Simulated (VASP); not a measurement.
# Pb (Fm-3m) in VASP: settings compared

Pb is run at these levels: LDA, PBE+D3(BJ); tasks: single point.

All numbers are computed with VASP 6.6.1; they aren't measurements. Logs are shortened: lines on timing, memory, paths and dates and some standing lists are left out, and cuts for length are marked.

## (1) The cell of the first run

The structure is cubic, space group Fm-3m (No. 225). The conventional cell has a = 5.015 Å, b = 5.015 Å, c = 5.015 Å, α = 90.00°, β = 90.00°, γ = 90.00°. Within 4.7 Å of Pb (site symmetry m-3m) lie 12 Pb at 3.55 Å.

## (2) Single point, LDA

File INCAR:

```
PREC     = Accurate       # precision mode
ENCUT    = 520            # plane-wave cutoff, eV
EDIFF    = 1E-7           # SCF threshold, eV
ISMEAR   = -1             # smearing method
SIGMA    = 0.05           # smearing width, eV
LREAL    = F              # projectors in reciprocal space
LASPH    = T              # aspherical terms in the spheres
NELM     = 100            # most SCF steps
ALGO     = Fast           # electronic algorithm
ISIF     = 2              # what is computed and relaxed
LWAVE    = F              # write WAVECAR
LCHARG   = F              # write CHGCAR
GGA      = CA             # functional
NBANDS   = 13             # bands
```

File KPOINTS:

```
regular mesh
0
Gamma
  9 9 9
```

File POSCAR:

```
Pb
1.0
    0.0000000000      2.5075897876      2.5075897876
    2.5075897876      0.0000000000      2.5075897876
    2.5075897876      2.5075897876      0.0000000000
Pb
1
Direct
    0.0000000000      0.0000000000      0.0000000000
```

Potentials or basis: VASP PAW LDA potentials, release 64 (Pb_d).

The run is started by

```bash
> cat potpaw_LDA.64/Pb_d/POTCAR > POTCAR
> mpirun -np 1 vasp_std > vasp.out
```

OUTCAR:

```text
PREC = Accurate
   ENCUT = 520
   EDIFF = 1E-7
   ISMEAR = -1
   LREAL = F
   LASPH = T
   NELM = 100
   ISIF = 2
   GGA = CA

 ion  position               nearest neighbor table
   1  0.000  0.000  0.000-

  LATTYP: Found a face centered cubic cell.
 ALAT       =     5.0151795752

  Lattice vectors:

 A1 = (   0.0000000000,   2.5075897876,   2.5075897876)
 A2 = (   2.5075897876,   0.0000000000,   2.5075897876)
 A3 = (   2.5075897876,   2.5075897876,   0.0000000000)

Analysis of symmetry for initial positions (statically):
[... 5 lines left out ...]
 face centered cubic supercell.

 Subroutine GETGRP returns: Found 48 space group operations
 (whereof 48 operations were pure point group operations)
 out of a pool of 48 trial point group operations.

The static configuration has the point symmetry O_h .

Analysis of symmetry for dynamics (positions and initial velocities):
[... 5 lines left out ...]
 face centered cubic supercell.

 Subroutine GETGRP returns: Found 48 space group operations
 (whereof 48 operations were pure point group operations)
 out of a pool of 48 trial point group operations.

The dynamic configuration has the point symmetry O_h .

 Subroutine INISYM returns: Found 48 space group operations
 (whereof 48 operations are pure point group operations),
 and found     1 'primitive' translations

----------------------------------------------------------------------------------------

                                     Primitive cell

  volume of cell :      31.5355

  direct lattice vectors                    reciprocal lattice vectors
     0.000000000  2.507589788  2.507589788    -0.199394655  0.199394655  0.199394655
     2.507589788  0.000000000  2.507589788     0.199394655 -0.199394655  0.199394655
     2.507589788  2.507589788  0.000000000     0.199394655  0.199394655 -0.199394655

  length of vectors
     3.546267486  3.546267486  3.546267486     0.345361673  0.345361673  0.345361673

  position of ions in fractional coordinates (direct lattice)
     0.000000000  0.000000000  0.000000000

  ion indices of the primitive-cell ions
   primitive index   ion index
                 1           1

----------------------------------------------------------------------------------------

 KPOINTS: regular mesh

Automatic generation of k-mesh.
 Grid dimensions read from file:
 generate k-points for:    9    9    9

 Generating k-lattice:

  Cartesian coordinates                     Fractional coordinates (reciprocal lattice)
    -0.022154962  0.022154962  0.022154962     0.111111111  0.000000000  0.000000000
     0.022154962 -0.022154962  0.022154962     0.000000000  0.111111111  0.000000000
     0.022154962  0.022154962 -0.022154962     0.000000000  0.000000000  0.111111111

  Length of vectors
     0.038373519  0.038373519  0.038373519

  Shift w.r.t. Gamma in fractional coordinates (k-lattice)
     0.000000000  0.000000000  0.000000000

 Subroutine IBZKPT returns following result:
 ===========================================

 Found     35 irreducible k-points:

 Following reciprocal coordinates:
            Coordinates               Weight
  0.000000  0.000000  0.000000      1.000000
  0.111111  0.000000  0.000000      8.000000
  0.222222  0.000000  0.000000      8.000000
  0.333333  0.000000  0.000000      8.000000
  0.444444  0.000000  0.000000      8.000000
  0.111111  0.111111  0.000000      6.000000
[... 16 lines left out ...]
 -0.333333  0.333333  0.000000     12.000000
  0.444444  0.444444  0.000000      6.000000
 [... further k-points ...]
   k-points           NKPTS =     35   k-points in BZ     NKDIM =     35   number of bands    NBANDS=     13
   number of dos      NEDOS =    301   number of ions     NIONS =      1
   total plane-waves  NPLWV =  21952
   dimension x,y,z NGX =    28 NGY =   28 NGZ =   28
   dimension x,y,z NGXF=    56 NGYF=   56 NGZF=   56
   ions per type =               1
   NGX,Y,Z   is equivalent  to a cutoff of  13.13, 13.13, 13.13 a.u.
   NGXF,Y,Z  is equivalent  to a cutoff of  26.25, 26.25, 26.25 a.u.
 SYSTEM =  unknown system
   PREC   = accura    normal or accurate (medium, high low for compatibility)
   ISTART =      0    job   : 0-new  1-cont  2-samecut
   ICHARG =      2    charge: 1-file 2-atom 10-const
   ISPIN  =      1    spin polarized calculation?
   LNONCOLLINEAR =      F non collinear calculations
   LSORBIT =      F    spin-orbit coupling
   LASPH  =      T    aspherical Exc in radial PAW
   ENCUT  =  520.0 eV  38.22 Ry    6.18 a.u.   6.59  6.59  6.59*2*pi/ulx,y,z
   NELM   =    100;   NELMIN=  2; NELMDL= -5     # of ELM steps
   EDIFF  = 0.1E-06   stopping-criterion for ELM
   LREAL  =      F    real-space projection
   EDIFFG = 0.1E-05   stopping-criterion for IOM
   NSW    =      0    number of steps for IOM
   IBRION =     -1    ionic relax: 0-MD 1-quasi-New 2-CG
   NFREE  =      0    steps in history (QN), initial steepest desc. (CG)
   ISIF   =      2    stress and relaxation
   ISYM   =      2    0-nonsym 1-usesym 2-fastsym
   POTIM  = 0.5000    time-step for ionic-motion
   TEBEG  =    0.0;   TEEND  =   0.0 temperature during run
   PSTRESS=    0.0 pullay stress
   NELECT =      14.0000    total number of electrons
   NUPDOWN=      -1.0000    fix difference up-down
   EMIN   =  10.00;   EMAX   =-10.00  energy-range for DOS
   EFERMI =   0.00;   METHOD = LEGACY
   ISMEAR =    -1;   SIGMA  =   0.05  broadening in eV -4-tet -1-fermi 0-gaus
   EFERMI_NEDOS =   21; number of points for ismear=-14 and -15
   IALGO  =     68    algorithm
   IMIX   =      4    mixing-type and parameters
     AMIX     =   0.40;   BMIX     =  1.00
     AMIX_MAG =   1.60;   BMIX_MAG =  1.00
  volume/ion in A,a.u.               =      31.54       212.81
  Fermi-wavevector in a.u.,A,eV,Ry     =   1.248871  2.360025 21.220728  1.559680
  Thomas-Fermi vector in A             =   2.382938
   LORBIT       =      0    0 simple, 1 ext, 2 COOP (PROOUT), +10 PAW based schemes
   GGA     = CA    functional components
   LHFCALC =     F    Hartree Fock is set to
   AEXX    =    0.0000 exact exchange contribution
   IVDW    =     0    specifies the selected vdW correction
   LEPSILON=     F    determine dielectric tensor
   LRPA    =     F    only Hartree local field effects (RPA)
 non-spin polarized calculation
 RMM-DIIS sequential band-by-band and
  energy-cutoff  :      520.00
  volume of cell :       31.54
 maximum number of plane-waves:       869
   NGX = 13   NGY = 13   NGZ = 13

 number of electron      14.0000002 magnetization

 Free energy of the ion-electron system (eV)
  ---------------------------------------------------
  ext. energy  EPLUGINS =         0.00000000
  ---------------------------------------------------
  free energy    TOTEN  =        -4.24328920 eV

  energy without entropy =       -4.23991467  energy(sigma->0) =       -4.24160194

 E-fermi :   6.4362     XC(G=0): -10.2697

 val. band max:        6.2187550152   @ k =  -0.3333   0.3333   0.1111
 cond. band min:       6.4473377707   @ k =   0.3333   0.3333   0.0000
 fundamental gap:      0.2285827554
 Fermi energy:         6.4361696790

 k-point     1 :       0.0000    0.0000    0.0000
  band No.  band energies     occupation
      1     -10.4111      2.00000
      2     -10.4111      2.00000
      3     -10.4111      2.00000
      4     -10.2845      2.00000
      5     -10.2845      2.00000
      6      -4.9333      2.00000
      7      13.6131      0.00000
      8      13.6131      0.00000
      9      13.6131      0.00000
     10      16.3755      0.00000
     11      17.5413      0.00000
     12      18.8002      0.00000
     13      18.8002      0.00000

 k-point     2 :       0.1111    0.0000    0.0000
  band No.  band energies     occupation
      1     -10.4112      2.00000
      2     -10.3962      2.00000
      3     -10.3962      2.00000
      4     -10.2845      2.00000
      5     -10.2845      2.00000
      6      -4.7056      2.00000
      7      11.3735      0.00000
      8      13.3474      0.00000
      9      13.3474      0.00000
     10      15.9153      0.00000
     11      18.5655      0.00000
     12      19.2695      0.00000
     13      19.2747      0.00000

 k-point     3 :       0.2222    0.0000    0.0000
  band No.  band energies     occupation
      1     -10.4145      2.00000
      2     -10.3785      2.00000
      3     -10.3785      2.00000
      4     -10.2639      2.00000
      5     -10.2639      2.00000
      6      -4.0270      2.00000
      7       8.0510      0.00000
      8      12.7794      0.00000
      9      12.7794      0.00000
     10      15.5154      0.00000
     11      18.3057      0.00000
     12      18.9565      0.00000
     13      18.9565      0.00000

 k-point     4 :       0.3333    0.0000    0.0000
  band No.  band energies     occupation
      1     -10.4229      2.00000
      2     -10.3868      2.00000
      3     -10.3868      2.00000
      4     -10.2107      2.00000
      5     -10.2107      2.00000
      6      -2.9483      2.00000
      7       5.0684      2.00000
      8      12.2361      0.00000
      9      12.2361      0.00000
     10      15.4023      0.00000
     11      17.0182      0.00000
     12      18.0880      0.00000
     13      18.0880      0.00000

 k-point     5 :       0.4444    0.0000    0.0000
  band No.  band energies     occupation
      1     -10.4307      2.00000
      2     -10.3986      2.00000
      3     -10.3986      2.00000
      4     -10.1690      2.00000
      5     -10.1690      2.00000
      6      -1.7834      2.00000
      7       2.9280      2.00000
      8      11.9159      0.00000
      9      11.9159      0.00000
     10      15.5940      0.00000
     11      16.1245      0.00000
     12      17.6410      0.00000
     13      17.6410      0.00000
[... 257 lines left out ...]
 k-point    22 :      -0.4444    0.3333    0.0000
  band No.  band energies     occupation
      1     -10.4908      2.00000
      2     -10.3979      2.00000
      3     -10.2298      2.00000
      4     -10.2107      2.00000
      5     -10.1577      2.00000
      6      -0.5019      2.00000
      7       4.2365      2.00000
      8       6.1684      1.99060
      9       9.3291      0.00000
     10      12.9534      0.00000
     11      17.0103      0.00000
     12      22.4034      0.00000
     13      22.4819      0.00000

 k-point    23 :      -0.3333    0.3333    0.0000
  band No.  band energies     occupation
      1     -10.4580      2.00000
      2     -10.3152      2.00000
      3     -10.2739      2.00000
      4     -10.2546      2.00000
      5     -10.1977      2.00000
      6      -0.6382      2.00000
      7       4.8403      2.00000
      8       5.1067      2.00000
      9      10.0700      0.00000
     10      13.4431      0.00000
     11      20.0575      0.00000
     12      21.6853      0.00000
     13      21.7383      0.00000

 k-point    24 :       0.4444    0.4444    0.0000
  band No.  band energies     occupation
      1     -10.5516      2.00000
      2     -10.4664      2.00000
      3     -10.1761      2.00000
      4     -10.1413      2.00000
      5     -10.1413      2.00000
      6      -0.6159      2.00000
      7       3.9482      2.00000
      8       8.6373      0.00000
      9       8.6373      0.00000
     10      12.0248      0.00000
     11      13.2220      0.00000
     12      24.5632      0.00000
     13      26.0684      0.00000

 [... further k-points ...]
[... 5 lines left out ...]
  --------------------------------------------------------------------------------------
  -------------------------------------------------------------------------------------
  Total       -0.7143101     -0.7143101     -0.7143101     -0.0000000      0.0000000     -0.0000000
  in kB      -36.2909145    -36.2909145    -36.2909145     -0.0000000      0.0000000     -0.0000000
  external PRESSURE =     -36.2909145 kB  Pullay stress =       0.0000000 kB

 VOLUME and BASIS-vectors are now :
 -----------------------------------------------------------------------------
  energy-cutoff  :      520.00
  volume of cell :       31.54
      direct lattice vectors                 reciprocal lattice vectors
     0.000000000  2.507589788  2.507589788    -0.199394655  0.199394655  0.199394655
     2.507589788  0.000000000  2.507589788     0.199394655 -0.199394655  0.199394655
     2.507589788  2.507589788  0.000000000     0.199394655  0.199394655 -0.199394655

 POSITION                                       TOTAL-FORCE (eV/Angst)
 -----------------------------------------------------------------------------------
      0.00000      0.00000      0.00000        -0.000000     -0.000000     -0.000000
 -----------------------------------------------------------------------------------
    total drift:                               -0.000000     -0.000000     -0.000000

  FREE ENERGIE OF THE ION-ELECTRON SYSTEM (eV)
  ---------------------------------------------------
  free  energy   TOTEN  =        -4.2432892017 eV

  energy  without entropy=       -4.2399146744  energy(sigma->0) =       -4.24160194
```

It took 12 s on 1 thread of Intel Xeon Platinum 8375C at 2.90GHz (Ice Lake), shared host; peak memory 0.14 GiB.

What came out:

```
Free energy            : -4.2433 eV
Pressure               : -3.6 GPa
Band gap on the k mesh : zero (band 7 reaches 13.61 eV, above the bottom of band 8 at 5.11 eV)
```

Caveat: spin-orbit coupling is left out, which moves the levels of the heavy elements.

(Continued in part 2 of 2.)
